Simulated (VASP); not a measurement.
Ir:

```xyz
1
Lattice="0.0000 1.9156 1.9156 1.9156 0.0000 1.9156 1.9156 1.9156 0.0000" Properties=species:S:1:pos:R:3 pbc="T T T"
Ir    0.0000    0.0000    0.0000
```

Base run:

```yaml
Program: VASP 6.6.1
Functional: PBE
Potentials_or_basis: VASP PAW PBE potentials, release 64 (Ir)
Cutoff: 520 eV
k_mesh: 8 × 8 × 8
Occupations: fermi-dirac, width 0.15 eV
Spin: no spin polarisation
```

Its results: pressure 14.4 GPa.

Problem. The run is repeated on the same cell with these changes: k mesh from 8 × 8 × 8 to 6 × 6 × 6. What comes out?

Solution. Pressure 13.9 GPa.

Caveats: some runs use coarse meshes.
